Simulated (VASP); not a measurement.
# BiTe (I4/mmm) in VASP: single point with PBE

Aim: the single point of BiTe with PBE.

All numbers are computed with VASP 6.6.1; they aren't measurements. Logs are shortened: lines on timing, memory, paths and dates and some standing lists are left out, and cuts for length are marked.

### 1 The cell of the first run

The structure is tetragonal, space group I4/mmm (No. 139). The conventional cell has a = 4.575 Å, b = 4.575 Å, c = 6.276 Å, α = 90.00°, β = 90.00°, γ = 90.00°. Within 4.1 Å of Bi (site symmetry 4/mmm) lie 6 Te at 3.14 to 3.23 Å. Within 4.1 Å of Te (site symmetry 4/mmm) lie 6 Bi at 3.14 to 3.23 Å.

### 2 Single point, PBE (z stretched by -3 %, then relaxed in part)

INCAR reads:

```
SYSTEM = BiTe
PREC = Accurate
ENCUT = 520
EDIFF = 1E-7
ISMEAR = -1
SIGMA = 0.05
LREAL = .False.
LASPH = .True.
NELM = 60
ALGO = Normal
ISIF = 2
LWAVE = .False.
LCHARG = .False.
GGA = PE
NBANDS = 18
```

KPOINTS reads:

```
regular mesh
0
Gamma
  13 13 13
  0 0 0
```

POSCAR reads:

```
BiTe
1.0
    0.0000000000      3.2350000000      3.1379500000
    3.2350000000      0.0000000000      3.1379500000
    3.2350000000      3.2350000000      0.0000000000
Bi Te
1 1
Direct
    0.0000000000      0.0000000000      0.0000000000
    0.5000000000      0.5000000000      0.5000000000
```

Potentials or basis: VASP PAW PBE potentials, release 64 (Bi_d, Te).

Started as:

```console
> cat potpaw_PBE.64/Bi_d/POTCAR potpaw_PBE.64/Te/POTCAR > POTCAR
> mpirun -np 1 vasp_std > vasp.out
```

OUTCAR:

```text
SYSTEM = BiTe
   PREC = Accurate
   ENCUT = 520
   EDIFF = 1E-7
   ISMEAR = -1
   LREAL = .False.
   LASPH = .True.
   NELM = 60
   ISIF = 2
   GGA = PE

 ion  position               nearest neighbor table
   1  0.000  0.000  0.000-   2 3.14   2 3.14   2 3.23   2 3.23   2 3.23   2 3.23
   2  0.500  0.500  0.500-   1 3.14   1 3.14   1 3.23   1 3.23   1 3.23   1 3.23

  LATTYP: Found a body centered tetragonal cell.
 ALAT       =     4.5749808743
 C/A-ratio  =     1.3717871555

  Lattice vectors:

 A1 = (   0.0000000000,  -3.2350000000,  -3.1379500000)
 A2 = (   0.0000000000,   3.2350000000,  -3.1379500000)
 A3 = (   3.2350000000,   0.0000000000,   3.1379500000)

Analysis of symmetry for initial positions (statically):
=====================================================================
 Subroutine PRICEL returns:
 Original cell was already a primitive cell.

 Routine SETGRP: Setting up the symmetry group for a
 body centered tetragonal supercell.

 Subroutine GETGRP returns: Found 16 space group operations
 (whereof 16 operations were pure point group operations)
 out of a pool of 16 trial point group operations.

The static configuration has the point symmetry D_4h.

Analysis of symmetry for dynamics (positions and initial velocities):
=====================================================================
 Subroutine PRICEL returns:
 Original cell was already a primitive cell.

 Routine SETGRP: Setting up the symmetry group for a
 body centered tetragonal supercell.

 Subroutine GETGRP returns: Found 16 space group operations
 (whereof 16 operations were pure point group operations)
 out of a pool of 16 trial point group operations.

The dynamic configuration has the point symmetry D_4h.

 Subroutine INISYM returns: Found 16 space group operations
 (whereof 16 operations are pure point group operations),
 and found     1 'primitive' translations

----------------------------------------------------------------------------------------

                                     Primitive cell

  volume of cell :      65.6787

  direct lattice vectors                    reciprocal lattice vectors
     0.000000000  3.235000000  3.137950000    -0.154559505  0.154559505  0.159339696
     3.235000000  0.000000000  3.137950000     0.154559505 -0.154559505  0.159339696
     3.235000000  3.235000000  0.000000000     0.154559505  0.154559505 -0.159339696

  length of vectors
     4.506878654  4.506878654  4.574980874     0.270492921  0.270492921  0.270492921

  position of ions in fractional coordinates (direct lattice)
     0.000000000  0.000000000  0.000000000
     0.500000000  0.500000000  0.500000000

  ion indices of the primitive-cell ions
   primitive index   ion index
                 1           1
                 2           2

----------------------------------------------------------------------------------------

 KPOINTS: regular mesh

Automatic generation of k-mesh.
 Grid dimensions read from file:
 generate k-points for:   13   13   13

 Generating k-lattice:

  Cartesian coordinates                     Fractional coordinates (reciprocal lattice)
    -0.011889193  0.011889193  0.012256900     0.076923077 -0.000000000  0.000000000
     0.011889193 -0.011889193  0.012256900    -0.000000000  0.076923077  0.000000000
     0.011889193  0.011889193 -0.012256900     0.000000000  0.000000000  0.076923077

  Length of vectors
     0.020807148  0.020807148  0.020807148

  Shift w.r.t. Gamma in fractional coordinates (k-lattice)
     0.000000000  0.000000000  0.000000000

 Subroutine IBZKPT returns following result:
 ===========================================

 Found    196 irreducible k-points:

 Following reciprocal coordinates:
            Coordinates               Weight
  0.000000  0.000000  0.000000      1.000000
  0.076923 -0.000000  0.000000      8.000000
  0.153846 -0.000000  0.000000      8.000000
  0.230769  0.000000  0.000000      8.000000
  0.307692 -0.000000  0.000000      8.000000
  0.384615 -0.000000  0.000000      8.000000
[... 16 lines left out ...]
  0.384615  0.153846  0.000000      8.000000
  0.461538  0.153846  0.000000      8.000000
 [... further k-points ...]
   k-points           NKPTS =    196   k-points in BZ     NKDIM =    196   number of bands    NBANDS=     18
   number of dos      NEDOS =    301   number of ions     NIONS =      2
   total plane-waves  NPLWV =  46656
   dimension x,y,z NGX =    36 NGY =   36 NGZ =   36
   dimension x,y,z NGXF=    72 NGYF=   72 NGZF=   72
   ions per type =               1   1
   NGX,Y,Z   is equivalent  to a cutoff of  13.28, 13.28, 13.08 a.u.
   NGXF,Y,Z  is equivalent  to a cutoff of  26.56, 26.56, 26.16 a.u.
 SYSTEM =  BiTe
   PREC   = accura    normal or accurate (medium, high low for compatibility)
   ISTART =      0    job   : 0-new  1-cont  2-samecut
   ICHARG =      2    charge: 1-file 2-atom 10-const
   ISPIN  =      1    spin polarized calculation?
   LNONCOLLINEAR =      F non collinear calculations
   LSORBIT =      F    spin-orbit coupling
   LASPH  =      T    aspherical Exc in radial PAW
   ENCUT  =  520.0 eV  38.22 Ry    6.18 a.u.   8.38  8.38  8.51*2*pi/ulx,y,z
   NELM   =     60;   NELMIN=  2; NELMDL= -5     # of ELM steps
   EDIFF  = 0.1E-06   stopping-criterion for ELM
   LREAL  =      F    real-space projection
   EDIFFG = 0.1E-05   stopping-criterion for IOM
   NSW    =      0    number of steps for IOM
   IBRION =     -1    ionic relax: 0-MD 1-quasi-New 2-CG
   NFREE  =      0    steps in history (QN), initial steepest desc. (CG)
   ISIF   =      2    stress and relaxation
   ISYM   =      2    0-nonsym 1-usesym 2-fastsym
   POTIM  = 0.5000    time-step for ionic-motion
   TEBEG  =    0.0;   TEEND  =   0.0 temperature during run
   PSTRESS=    0.0 pullay stress
   NELECT =      21.0000    total number of electrons
   NUPDOWN=      -1.0000    fix difference up-down
   EMIN   =  10.00;   EMAX   =-10.00  energy-range for DOS
   EFERMI =   0.00;   METHOD = LEGACY
   ISMEAR =    -1;   SIGMA  =   0.05  broadening in eV -4-tet -1-fermi 0-gaus
   EFERMI_NEDOS =   21; number of points for ismear=-14 and -15
   IALGO  =     38    algorithm
   IMIX   =      4    mixing-type and parameters
     AMIX     =   0.40;   BMIX     =  1.00
     AMIX_MAG =   1.60;   BMIX_MAG =  1.00
  volume/ion in A,a.u.               =      32.84       221.61
  Fermi-wavevector in a.u.,A,eV,Ry     =   1.119454  2.115462 17.050523  1.253178
  Thomas-Fermi vector in A             =   2.256094
   LORBIT       =      0    0 simple, 1 ext, 2 COOP (PROOUT), +10 PAW based schemes
   GGA     = PE    functional components
[... 5 lines left out ...]
 non-spin polarized calculation
  energy-cutoff  :      520.00
  volume of cell :       65.68
 maximum number of plane-waves:      1794
 NGX is ok and might be reduce to    36
   NGX = 17   NGY = 17   NGZ = 17

 number of electron      21.0000004 magnetization

 Free energy of the ion-electron system (eV)
  ---------------------------------------------------
  ext. energy  EPLUGINS =         0.00000000
  ---------------------------------------------------
  free energy    TOTEN  =        -7.14635837 eV

  energy without entropy =       -7.13512274  energy(sigma->0) =       -7.14074055

 E-fermi :   7.0183     XC(G=0):  -9.5703

 val. band max:        7.0091172265   @ k =  -0.3077   0.3077   0.0769
 cond. band min:       7.0252884344   @ k =  -0.4615   0.3077   0.1538
 fundamental gap:      0.0161712079
 Fermi energy:         7.0183448351

 k-point     1 :       0.0000    0.0000    0.0000
  band No.  band energies     occupation
      1     -16.1550      2.00000
      2     -16.1431      2.00000
      3     -16.1431      2.00000
      4     -16.1304      2.00000
      5     -16.1258      2.00000
      6      -6.7221      2.00000
[... 10 lines left out ...]
     17      13.0925      0.00000
     18      13.5047      0.00000

 k-point     2 :       0.0769   -0.0000    0.0000
  band No.  band energies     occupation
      1     -16.1553      2.00000
      2     -16.1429      2.00000
      3     -16.1428      2.00000
      4     -16.1305      2.00000
      5     -16.1256      2.00000
      6      -6.6670      2.00000
[... 10 lines left out ...]
     17      13.4557      0.00000
     18      13.8136      0.00000

 k-point     3 :       0.1538   -0.0000    0.0000
  band No.  band energies     occupation
      1     -16.1561      2.00000
      2     -16.1422      2.00000
      3     -16.1419      2.00000
      4     -16.1308      2.00000
      5     -16.1250      2.00000
      6      -6.5025      2.00000
[... 10 lines left out ...]
     17      14.3456      0.00000
     18      14.6259      0.00000

 k-point     4 :       0.2308    0.0000    0.0000
  band No.  band energies     occupation
      1     -16.1573      2.00000
      2     -16.1413      2.00000
      3     -16.1411      2.00000
      4     -16.1307      2.00000
      5     -16.1240      2.00000
      6      -6.2312      2.00000
[... 10 lines left out ...]
     17      15.4702      0.00000
     18      15.7301      0.00000

 k-point     5 :       0.3077   -0.0000    0.0000
  band No.  band energies     occupation
      1     -16.1587      2.00000
      2     -16.1408      2.00000
      3     -16.1403      2.00000
      4     -16.1300      2.00000
      5     -16.1230      2.00000
      6      -5.8579      2.00000
[... 10 lines left out ...]
     17      16.4583      0.00000
     18      16.9861      0.00000

 k-point     6 :       0.3846   -0.0000    0.0000
  band No.  band energies     occupation
      1     -16.1598      2.00000
      2     -16.1409      2.00000
      3     -16.1395      2.00000
      4     -16.1290      2.00000
      5     -16.1220      2.00000
      6      -5.3919      2.00000
[... 10 lines left out ...]
     17      16.2995      0.00000
     18      17.6272      0.00000

 k-point     7 :       0.4615   -0.0000    0.0000
  band No.  band energies     occupation
      1     -16.1605      2.00000
      2     -16.1411      2.00000
      3     -16.1391      2.00000
      4     -16.1283      2.00000
      5     -16.1215      2.00000
      6      -4.8621      2.00000
[... 10 lines left out ...]
     17      15.2857      0.00000
     18      16.5279      0.00000

 k-point     8 :       0.0769    0.0769    0.0000
  band No.  band energies     occupation
      1     -16.1559      2.00000
      2     -16.1425      2.00000
      3     -16.1425      2.00000
      4     -16.1301      2.00000
      5     -16.1260      2.00000
      6      -6.6427      2.00000
[... 10 lines left out ...]
     17      13.1828      0.00000
     18      13.5659      0.00000
[... 229 lines left out ...]
     17      14.1384      0.00000
     18      14.3668      0.00000

 k-point    20 :       0.1538    0.1538    0.0000
  band No.  band energies     occupation
      1     -16.1585      2.00000
      2     -16.1405      2.00000
      3     -16.1405      2.00000
      4     -16.1291      2.00000
      5     -16.1267      2.00000
      6      -6.4082      2.00000
[... 10 lines left out ...]
     17      13.4082      0.00000
     18      13.7683      0.00000

 k-point    21 :       0.2308    0.1538    0.0000
  band No.  band energies     occupation
      1     -16.1602      2.00000
      2     -16.1393      2.00000
      3     -16.1392      2.00000
      4     -16.1286      2.00000
      5     -16.1269      2.00000
      6      -6.2012      2.00000
[... 10 lines left out ...]
     17      13.9195      0.00000
     18      14.2265      0.00000

 k-point    22 :       0.3077    0.1538    0.0000
  band No.  band energies     occupation
      1     -16.1618      2.00000
      2     -16.1384      2.00000
      3     -16.1381      2.00000
      4     -16.1280      2.00000
      5     -16.1264      2.00000
      6      -5.8927      2.00000
[... 10 lines left out ...]
     17      14.8737      0.00000
     18      15.1651      0.00000

 k-point    23 :       0.3846    0.1538    0.0000
  band No.  band energies     occupation
      1     -16.1629      2.00000
      2     -16.1381      2.00000
      3     -16.1373      2.00000
      4     -16.1276      2.00000
      5     -16.1254      2.00000
      6      -5.4904      2.00000
[... 10 lines left out ...]
     17      15.6872      0.00000
     18      16.2541      0.00000

 k-point    24 :       0.4615    0.1538    0.0000
  band No.  band energies     occupation
      1     -16.1633      2.00000
      2     -16.1383      2.00000
      3     -16.1371      2.00000
      4     -16.1276      2.00000
      5     -16.1241      2.00000
      6      -5.0109      2.00000
[... 10 lines left out ...]
     17      15.6206      0.00000
     18      16.4634      0.00000

 [... further k-points ...]

------------------------ aborting loop because EDIFF is reached ----------------------------------------

  FORCE on cell =-STRESS in cart. coord.  units (eV):
  Direction    XX          YY          ZZ          XY          YZ          ZX
  --------------------------------------------------------------------------------------
  -------------------------------------------------------------------------------------
  Total        0.5811540      0.5811540      1.8516382      0.0000000     -0.0000000     -0.0000000
  in kB       14.1767673     14.1767673     45.1691727      0.0000000     -0.0000000     -0.0000000
  external PRESSURE =      24.5075691 kB  Pullay stress =       0.0000000 kB

 VOLUME and BASIS-vectors are now :
 -----------------------------------------------------------------------------
  energy-cutoff  :      520.00
  volume of cell :       65.68
      direct lattice vectors                 reciprocal lattice vectors
     0.000000000  3.235000000  3.137950000    -0.154559505  0.154559505  0.159339696
     3.235000000  0.000000000  3.137950000     0.154559505 -0.154559505  0.159339696
     3.235000000  3.235000000  0.000000000     0.154559505  0.154559505 -0.159339696

 POSITION                                       TOTAL-FORCE (eV/Angst)
 -----------------------------------------------------------------------------------
      0.00000      0.00000      0.00000         0.000000      0.000000      0.000000
      3.23500      3.23500      3.13795         0.000000      0.000000      0.000000
 -----------------------------------------------------------------------------------
    total drift:                               -0.000000      0.000000      0.000000

  FREE ENERGIE OF THE ION-ELECTRON SYSTEM (eV)
  ---------------------------------------------------
  free  energy   TOTEN  =        -7.1463583661 eV

  energy  without entropy=       -7.1351227380  energy(sigma->0) =       -7.14074055
```

It took 9.3 min on 1 thread of AMD EPYC 7R13, shared host; peak memory 0.35 GiB.

Results:

| Property | Result |
| --- | --- |
| Free energy | -7.1464 eV |
| Pressure | 2.5 GPa |
| Band gap on the k mesh | zero (an odd number of electrons rules out a gap without spin polarisation) |

Caveat: the cell differs from its parent crystal (z stretched by -3 %, then relaxed in part); spin-orbit coupling is left out, which moves the levels of the heavy elements.
